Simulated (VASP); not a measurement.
# KP4Ru (P4/mmm) in VASP: notebook

KP4Ru is run at these levels: PBE; tasks: single point.

All numbers are computed with VASP 6.6.1; they aren't measurements. Logs are shortened: lines on timing, memory, paths and dates and some standing lists are left out, and cuts for length are marked.

**1. The cell of the first run**

Symmetry: P4/mmm, No. 123, tetragonal system. The conventional cell has a = 4.326 Å, b = 4.326 Å, c = 7.400 Å, α = 90.00°, β = 90.00°, γ = 90.00°. Within 4.4 Å of K (site symmetry 4/mmm) lie 8 P at 3.36 Å and 4 K at 4.33 Å. Within 3.1 Å of P (site symmetry 2mm) lie 5 P at 2.26 to 3.06 Å and 2 Ru at 2.44 Å. Ru (site symmetry 4/mmm) has 8 P at 2.44 Å within 3.2 Å.

**2. Single point, PBE**

File INCAR:

```
PREC     = Accurate       # precision mode
ENCUT    = 520            # plane-wave cutoff, eV
EDIFF    = 1E-6           # SCF threshold, eV
ISMEAR   = 0              # smearing method
SIGMA    = 0.1            # smearing width, eV
LREAL    = F              # projectors in reciprocal space
LASPH    = T              # aspherical terms in the spheres
NELM     = 100            # most SCF steps
ALGO     = Normal         # electronic algorithm
ISIF     = 2              # what is computed and relaxed
LWAVE    = F              # write WAVECAR
LCHARG   = F              # write CHGCAR
GGA      = PE             # functional
NBANDS   = 30             # bands
```

File KPOINTS:

```
regular mesh
0
Gamma
  4 4 4
```

File POSCAR:

```
KP4Ru
1.0
    4.3263707667      0.0000000000      0.0000000000
    0.0000000000      4.3263707667      0.0000000000
    0.0000000000      0.0000000000      7.4001101479
K P Ru
1 4 1
Direct
    0.0000000000      0.0000000000      0.0000000000
    0.5000000000      0.0000000000      0.3472539912
    0.0000000000      0.5000000000      0.6527460088
    0.5000000000      0.0000000000      0.6527460088
    0.0000000000      0.5000000000      0.3472539912
    0.5000000000      0.5000000000      0.5000000000
```

Potentials or basis: VASP PAW PBE potentials, release 64 (K_sv, P, Ru_pv).

Started as:

```console
$ cat potpaw_PBE.64/K_sv/POTCAR potpaw_PBE.64/P/POTCAR potpaw_PBE.64/Ru_pv/POTCAR > POTCAR
$ mpirun -np 1 vasp_std > vasp.out
```

OUTCAR:

```text
PREC = Accurate
   ENCUT = 520
   EDIFF = 1E-6
   ISMEAR = 0
   LREAL = F
   LASPH = T
   NELM = 100
   ISIF = 2
   GGA = PE

 ion  position               nearest neighbor table
   1  0.000  0.000  0.000-   2 3.36   3 3.36   4 3.36   5 3.36   3 3.36   5 3.36   2 3.36   4 3.36

   2  0.500  0.000  0.347-   4 2.26   6 2.44   6 2.44   1 3.36   1 3.36
   3  0.000  0.500  0.653-   5 2.26   6 2.44   6 2.44   1 3.36   1 3.36
   4  0.500  0.000  0.653-   2 2.26   6 2.44   6 2.44   1 3.36   1 3.36
   5  0.000  0.500  0.347-   3 2.26   6 2.44   6 2.44   1 3.36   1 3.36
   6  0.500  0.500  0.500-   2 2.44   3 2.44   4 2.44   5 2.44   2 2.44   4 2.44   3 2.44   5 2.44

  LATTYP: Found a simple tetragonal cell.
 ALAT       =     4.3263707667
 C/A-ratio  =     1.7104660111

  Lattice vectors:

 A1 = (   4.3263707667,   0.0000000000,   0.0000000000)
 A2 = (   0.0000000000,   4.3263707667,   0.0000000000)
 A3 = (   0.0000000000,   0.0000000000,   7.4001101479)

Analysis of symmetry for initial positions (statically):
=====================================================================
 Subroutine PRICEL returns:
 Original cell was already a primitive cell.

 Routine SETGRP: Setting up the symmetry group for a
 simple tetragonal supercell.

 Subroutine GETGRP returns: Found 16 space group operations
 (whereof 16 operations were pure point group operations)
 out of a pool of 16 trial point group operations.

The static configuration has the point symmetry D_4h.

Analysis of symmetry for dynamics (positions and initial velocities):
=====================================================================
 Subroutine PRICEL returns:
 Original cell was already a primitive cell.

 Routine SETGRP: Setting up the symmetry group for a
 simple tetragonal supercell.

 Subroutine GETGRP returns: Found 16 space group operations
 (whereof 16 operations were pure point group operations)
 out of a pool of 16 trial point group operations.

The dynamic configuration has the point symmetry D_4h.

 Subroutine INISYM returns: Found 16 space group operations
 (whereof 16 operations are pure point group operations),
 and found     1 'primitive' translations

----------------------------------------------------------------------------------------

                                     Primitive cell

  volume of cell :     138.5114

  direct lattice vectors                    reciprocal lattice vectors
     4.326370767  0.000000000  0.000000000     0.231140615  0.000000000  0.000000000
     0.000000000  4.326370767  0.000000000     0.000000000  0.231140615  0.000000000
     0.000000000  0.000000000  7.400110148     0.000000000  0.000000000  0.135133124

  length of vectors
     4.326370767  4.326370767  7.400110148     0.231140615  0.231140615  0.135133124

  position of ions in fractional coordinates (direct lattice)
     0.000000000  0.000000000  0.000000000
     0.500000000  0.000000000  0.347253991
     0.000000000  0.500000000  0.652746009
     0.500000000  0.000000000  0.652746009
     0.000000000  0.500000000  0.347253991
     0.500000000  0.500000000  0.500000000

  ion indices of the primitive-cell ions
   primitive index   ion index
                 1           1
                 2           2
                 3           3
                 4           4
                 5           5
                 6           6

----------------------------------------------------------------------------------------

 KPOINTS: regular mesh

Automatic generation of k-mesh.
 Grid dimensions read from file:
 generate k-points for:    4    4    4

 Generating k-lattice:

  Cartesian coordinates                     Fractional coordinates (reciprocal lattice)
     0.057785154  0.000000000  0.000000000     0.250000000  0.000000000  0.000000000
     0.000000000  0.057785154  0.000000000     0.000000000  0.250000000  0.000000000
     0.000000000  0.000000000  0.033783281     0.000000000  0.000000000  0.250000000

  Length of vectors
     0.057785154  0.057785154  0.033783281

  Shift w.r.t. Gamma in fractional coordinates (k-lattice)
     0.000000000  0.000000000  0.000000000

 Subroutine IBZKPT returns following result:
 ===========================================

 Found     18 irreducible k-points:

 Following reciprocal coordinates:
            Coordinates               Weight
  0.000000  0.000000  0.000000      1.000000
  0.250000  0.000000  0.000000      4.000000
  0.500000  0.000000  0.000000      2.000000
  0.250000  0.250000  0.000000      4.000000
  0.500000  0.250000  0.000000      4.000000
  0.500000  0.500000  0.000000      1.000000
[... 10 lines left out ...]
  0.500000  0.250000  0.500000      4.000000
  0.500000  0.500000  0.500000      1.000000
   k-points           NKPTS =     18   k-points in BZ     NKDIM =     18   number of bands    NBANDS=     30
   number of dos      NEDOS =    301   number of ions     NIONS =      6
   total plane-waves  NPLWV =  57344
[... 37 lines left out ...]
  Fermi-wavevector in a.u.,A,eV,Ry     =   1.108500  2.094762 16.718467  1.228773
  Thomas-Fermi vector in A             =   2.245028
   LORBIT       =      0    0 simple, 1 ext, 2 COOP (PROOUT), +10 PAW based schemes
   GGA     = PE    functional components
   LHFCALC =     F    Hartree Fock is set to
   AEXX    =    0.0000 exact exchange contribution
   IVDW    =     0    specifies the selected vdW correction
   LEPSILON=     F    determine dielectric tensor
   LRPA    =     F    only Hartree local field effects (RPA)
 non-spin polarized calculation
 Gauss-broadening in eV      SIGMA  =   0.10
  energy-cutoff  :      520.00
  volume of cell :      138.51
 maximum number of plane-waves:      3784
   NGX = 17   NGY = 17   NGZ = 27

 number of electron      43.0000001 magnetization

 Free energy of the ion-electron system (eV)
  ---------------------------------------------------
  ext. energy  EPLUGINS =         0.00000000
  ---------------------------------------------------
  free energy    TOTEN  =       -31.58468785 eV

  energy without entropy =      -31.57244026  energy(sigma->0) =      -31.57856405

 E-fermi :   4.6784     XC(G=0):  -9.0280

 val. band max:        4.6691723356   @ k =   0.5000   0.0000   0.5000
 cond. band min:       4.7555400518   @ k =   0.2500   0.0000   0.0000
 fundamental gap:      0.0863677162
 Fermi energy:         4.6783621085

 k-point     1 :       0.0000    0.0000    0.0000
  band No.  band energies     occupation
      1     -38.2978      2.00000
      2     -38.2978      2.00000
      3     -37.8039      2.00000
      4     -26.2047      2.00000
      5      -9.7226      2.00000
      6      -9.7226      2.00000
[... 22 lines left out ...]
     29       9.3713      0.00000
     30       9.3778      0.00000

 k-point     2 :       0.2500    0.0000    0.0000
  band No.  band energies     occupation
      1     -38.3005      2.00000
      2     -38.2977      2.00000
      3     -37.8037      2.00000
      4     -26.2026      2.00000
      5      -9.7827      2.00000
      6      -9.7188      2.00000
[... 22 lines left out ...]
     29       8.8098      0.00000
     30       9.1345      0.00000

 k-point     3 :       0.5000    0.0000    0.0000
  band No.  band energies     occupation
      1     -38.3032      2.00000
      2     -38.2976      2.00000
      3     -37.8034      2.00000
      4     -26.2004      2.00000
      5      -9.8362      2.00000
      6      -9.7150      2.00000
[... 22 lines left out ...]
     29       8.7895      0.00000
     30       8.9146      0.00000

 k-point     4 :       0.2500    0.2500    0.0000
  band No.  band energies     occupation
      1     -38.3004      2.00000
      2     -38.3004      2.00000
      3     -37.8034      2.00000
      4     -26.2004      2.00000
      5      -9.7789      2.00000
      6      -9.7707      2.00000
[... 418 lines left out ...]
     29       9.3914      0.00000
     30      10.3784      0.00000

 k-point    17 :       0.5000    0.2500    0.5000
  band No.  band energies     occupation
      1     -38.3031      2.00000
      2     -38.3003      2.00000
      3     -37.8031      2.00000
      4     -26.1982      2.00000
      5      -9.8207      2.00000
      6      -9.7654      2.00000
[... 22 lines left out ...]
     29       9.9382      0.00000
     30      10.0459      0.00000

 k-point    18 :       0.5000    0.5000    0.5000
  band No.  band energies     occupation
      1     -38.3030      2.00000
      2     -38.3030      2.00000
      3     -37.8028      2.00000
      4     -26.1961      2.00000
      5      -9.8149      2.00000
      6      -9.8149      2.00000
[... 22 lines left out ...]
     29       9.8426      0.00000
     30      10.1315      0.00000

------------------------ aborting loop because EDIFF is reached ----------------------------------------

  FORCE on cell =-STRESS in cart. coord.  units (eV):
  Direction    XX          YY          ZZ          XY          YZ          ZX
  --------------------------------------------------------------------------------------
  -------------------------------------------------------------------------------------
  Total       -0.0597275     -0.0597275      0.0608711      0.0000000     -0.0000000     -0.0000000
  in kB       -0.6908743     -0.6908743      0.7041026      0.0000000     -0.0000000     -0.0000000
  external PRESSURE =      -0.2258820 kB  Pullay stress =       0.0000000 kB

 VOLUME and BASIS-vectors are now :
 -----------------------------------------------------------------------------
  energy-cutoff  :      520.00
  volume of cell :      138.51
      direct lattice vectors                 reciprocal lattice vectors
     4.326370767  0.000000000  0.000000000     0.231140615  0.000000000  0.000000000
     0.000000000  4.326370767  0.000000000     0.000000000  0.231140615  0.000000000
     0.000000000  0.000000000  7.400110148     0.000000000  0.000000000  0.135133124

 POSITION                                       TOTAL-FORCE (eV/Angst)
 -----------------------------------------------------------------------------------
      0.00000      0.00000      0.00000        -0.000000      0.000000      0.000000
      2.16319      0.00000      2.56972        -0.000000      0.000000      0.056882
      0.00000      2.16319      4.83039        -0.000000      0.000000     -0.056882
      2.16319      0.00000      4.83039         0.000000      0.000000     -0.056882
      0.00000      2.16319      2.56972        -0.000000     -0.000000      0.056882
      2.16319      2.16319      3.70006        -0.000000      0.000000      0.000000
 -----------------------------------------------------------------------------------
    total drift:                                0.000000      0.000000     -0.000000

  FREE ENERGIE OF THE ION-ELECTRON SYSTEM (eV)
  ---------------------------------------------------
  free  energy   TOTEN  =       -31.5846878451 eV

  energy  without entropy=      -31.5724402579  energy(sigma->0) =      -31.57856405
```

Wall time 42 s (1 thread of AMD EPYC 9R45 (Zen 5), shared host); peak memory 0.23 GiB.

What came out:

| Quantity | Value |
| --- | --- |
| Free energy | -31.5847 eV |
| Pressure | 0.0 GPa |
| Largest force | 0.057 eV/Å |
| Band gap on the k mesh | zero (an odd number of electrons rules out a gap without spin polarisation) |

Forces on the atoms (eV/Å):
```
K    0.000  0.000  0.000
P    0.000  0.000  0.057
P    0.000  0.000 -0.057
P    0.000  0.000 -0.057
P    0.000  0.000  0.057
Ru   0.000  0.000  0.000
```

Stress tensor (GPa, compression positive):
```
-0.07  0.00  0.00
 0.00 -0.07  0.00
 0.00  0.00  0.07
```

Caveat: the k points lie up to 0.36 Å⁻¹ apart, too coarse for converged energies and pressures of a metal.

**3. Single point, PBE**

This run uses another cell than the first one, of 23.91 Å³/atom.

File INCAR:

```
ALGO = Normal
EDIFF = 1E-7
ENCUT = 520
GGA = PE
ISIF = 2
ISMEAR = 0
LASPH = T
LCHARG = F
LREAL = F
LWAVE = F
NBANDS = 30
NELM = 60
PREC = Accurate
SIGMA = 0.1
```

File KPOINTS:

```
k-points
0
Gamma
  4 4 4
```

File POSCAR:

```
KP4Ru
1.0
    4.6638284700      0.0000000000      0.0000000000
    0.0000000000      4.6638284700      0.0000000000
    0.0000000000      0.0000000000      6.5956494800
K P Ru
1 4 1
Direct
    0.0000000000      0.0000000000      0.0000000000
    0.5000000000      0.0000000000      0.2500000000
    0.0000000000      0.5000000000      0.7500000000
    0.5000000000      0.0000000000      0.7500000000
    0.0000000000      0.5000000000      0.2500000000
    0.5000000000      0.5000000000      0.5000000000
```

Potentials or basis: VASP PAW PBE potentials, release 64 (K_sv, P, Ru_pv).

Started as:

```console
$ cat potpaw_PBE.64/K_sv/POTCAR potpaw_PBE.64/P/POTCAR potpaw_PBE.64/Ru_pv/POTCAR > POTCAR
$ mpirun -np 1 vasp_std > vasp.out
```

It took 54 s on 1 thread of AMD EPYC 9R45 (Zen 5), shared host; peak memory 0.24 GiB.

It converged, with:

* Free energy: -25.2744 eV
* Pressure: -10.1 GPa
* Largest force: 2.704 eV/Å
* Band gap on the k mesh: zero (an odd number of electrons rules out a gap without spin polarisation)

Forces on the atoms (eV/Å):
```
K    0.000  0.000  0.000
P    0.000  0.000  2.704
P    0.000  0.000 -2.704
P    0.000  0.000 -2.704
P    0.000  0.000  2.704
Ru   0.000  0.000  0.000
```

Stress tensor (GPa, compression positive):
```
-10.76   0.00   0.00
  0.00 -10.76   0.00
  0.00   0.00  -8.89
```

Levels at points of the mesh, in eV from the Fermi level:
```
           k point  band 19  band 20  band 21  band 22  band 23  band 24
(0.00, 0.00, 0.00)    -0.72    -0.07    -0.07     1.11     1.24     1.27
(0.50, 0.00, 0.00)    -0.93    -0.80    -0.80    -0.47     0.21     0.46
(0.50, 0.50, 0.00)    -0.96    -0.96    -0.67    -0.34     1.40     2.41
(0.00, 0.00, 0.50)    -0.87    -0.19    -0.19     0.30     0.30     1.21
(0.50, 0.00, 0.50)    -1.00    -0.72    -0.70    -0.53    -0.36    -0.26
(0.50, 0.50, 0.50)    -1.00    -1.00    -0.65     0.03     1.07     1.07
```

Caveat: the cell stands under tension; forces of over 1 eV/Å act on the atoms, so gaps and moduli don't describe the material at rest.

**4. Single point, PBE**

This run uses another cell than the first one, of 19.74 Å³/atom.

File INCAR:

```
ALGO = Normal
EDIFF = 1E-7
ENCUT = 520
GGA = PE
ISIF = 2
ISMEAR = 0
LASPH = True
LCHARG = False
LREAL = False
LWAVE = False
NBANDS = 30
NELM = 60
PREC = Accurate
SIGMA = 0.1
```

File KPOINTS:

```
k-points
0
Gamma
  10 10 4
```

File POSCAR:

```
KP4Ru
1.0
    3.6715455592      0.0000000000      0.0000000000
    0.0000000000      3.6715455592      0.0000000000
    0.0000000000      0.0000000000      8.7857274860
K P Ru
1 4 1
Direct
    0.0000000000      0.0000000000      0.0000000000
    0.5000000000      0.0000000000      0.3161442246
    0.0000000000      0.5000000000      0.6838557754
    0.5000000000      0.0000000000      0.6838557754
    0.0000000000      0.5000000000      0.3161442246
    0.5000000000      0.5000000000      0.5000000000
```

Started as:

```console
$ cat potpaw_PBE.64/K_sv/POTCAR potpaw_PBE.64/P/POTCAR potpaw_PBE.64/Ru_pv/POTCAR > POTCAR
$ mpirun -np 1 vasp_std > vasp.out
```

Wall time 2.3 min (1 thread of AMD EPYC 9R45 (Zen 5), shared host); peak memory 0.33 GiB.

Results (log left out):

```yaml
Free_energy: -32.3991 eV
Pressure: -0.1 GPa
Largest_force: 0.016 eV/Å
Band_gap_on_the_k_mesh: zero (an odd number of electrons rules out a gap without spin polarisation)
```

Forces in eV/Å, atoms in the order of the input:
```
K    0.000  0.000  0.000
P    0.000  0.000  0.016
P    0.000  0.000 -0.016
P    0.000  0.000 -0.016
P    0.000  0.000  0.016
Ru   0.000  0.000  0.000
```

Levels at points of the mesh, in eV from the Fermi level:
```tsv
k point	band 20	band 21	band 22	band 23	band 24	band 25
(0.00, 0.00, 0.00)	-1.29	0.31	0.31	1.20	2.38	3.31
(0.50, 0.00, 0.00)	-1.02	-0.84	0.02	0.33	0.63	0.97
(0.50, 0.50, 0.00)	-1.56	-1.38	-0.42	1.78	3.07	3.07
(0.00, 0.00, 0.50)	-1.29	0.38	0.38	1.92	2.00	3.31
(0.50, 0.00, 0.50)	-0.94	-0.79	0.09	0.34	0.46	0.91
(0.50, 0.50, 0.50)	-1.56	-1.24	-0.41	2.45	3.20	3.27
```

**5. Single point, PBE**

This run uses another cell than the first one, of 19.74 Å³/atom.

File INCAR:

```
  PREC = Accurate
  ENCUT = 520
  EDIFF = 1E-7
  ISMEAR = 0
  SIGMA = 0.1
  LREAL = False
  LASPH = True
  NELM = 80
  ALGO = Normal
  ISIF = 2
  LWAVE = False
  LCHARG = True
  GGA = PE
  LELF = True
  LVHAR = True
  NBANDS = 30
```

File KPOINTS:

```
regular mesh
0
Gamma
  10 10 6
```

POSCAR is that of step 4.

Started as:

```console
$ cat potpaw_PBE.64/K_sv/POTCAR potpaw_PBE.64/P/POTCAR potpaw_PBE.64/Ru_pv/POTCAR > POTCAR
$ mpirun -np 1 vasp_std > vasp.out
```

Wall time 3.1 min (1 thread of AMD EPYC 9R45 (Zen 5), shared host); peak memory 0.38 GiB.

Results (log left out):

```yaml
Free_energy: -32.3991 eV
Pressure: -0.1 GPa
Largest_force: 0.016 eV/Å
Band_gap_on_the_k_mesh: zero (an odd number of electrons rules out a gap without spin polarisation)
```

Forces on the atoms (eV/Å):
```
K    0.000  0.000  0.000
P    0.000  0.000  0.016
P    0.000  0.000 -0.016
P    0.000  0.000 -0.016
P    0.000  0.000  0.016
Ru   0.000  0.000  0.000
```

Levels at points of the mesh, in eV from the Fermi level:
| k point | band 19 | band 20 | band 21 | band 22 | band 23 | band 24 | band 25 | band 26 |
| --- | --- | --- | --- | --- | --- | --- | --- | --- |
| (0.00, 0.00, 0.00) | -2.00 | -1.29 | 0.31 | 0.31 | 1.20 | 2.38 | 3.31 | 3.82 |
| (0.50, 0.00, 0.00) | -1.05 | -1.02 | -0.84 | 0.02 | 0.33 | 0.63 | 0.97 | 2.68 |
| (0.50, 0.50, 0.00) | -2.17 | -1.56 | -1.38 | -0.42 | 1.78 | 3.07 | 3.07 | 4.68 |
| (0.00, 0.00, 0.50) | -1.93 | -1.29 | 0.38 | 0.38 | 1.92 | 2.00 | 3.31 | 3.51 |
| (0.50, 0.00, 0.50) | -1.02 | -0.94 | -0.79 | 0.09 | 0.34 | 0.46 | 0.91 | 2.62 |
| (0.50, 0.50, 0.50) | -2.31 | -1.56 | -1.24 | -0.41 | 2.45 | 3.20 | 3.27 | 3.27 |

**6. Overview**

| cell | k mesh | gap on the mesh (eV) | pressure (GPa) | largest force (eV/Å) |
| --- | --- | --- | --- | --- |
| a = 4.326, b = 4.326, c = 7.400 Å, 6 atoms, atomic positions A | 4 × 4 × 4 | none | 0.0 | 0.06 |
| a = 4.664, b = 4.664, c = 6.596 Å, 6 atoms, atomic positions B | 4 × 4 × 4 | none | -10.1 | 2.70 |
| a = 3.672, b = 3.672, c = 8.786 Å, 6 atoms, atomic positions C | 10 × 10 × 4 | none | -0.1 | 0.02 |
| a = 3.672, b = 3.672, c = 8.786 Å, 6 atoms, atomic positions C | 10 × 10 × 6 | none | -0.1 | 0.02 |

Alike in all rows: task single point; level PBE; potentials or basis VASP PAW PBE potentials, release 64 (K_sv, P, Ru_pv); no spin polarisation; cutoff (eV) 520; smearing gaussian 0.1 eV.

Caveats: some runs use coarse meshes; the cell stands under tension (at least some runs); forces of over 1 eV/Å act on the atoms, so gaps and moduli don't describe the material at rest (at least some runs).

Total energies depend on the potentials used, so only differences within one code and one set of settings carry meaning.

The gap in the log of VASP goes by the Fermi energy; the results here count the filled bands.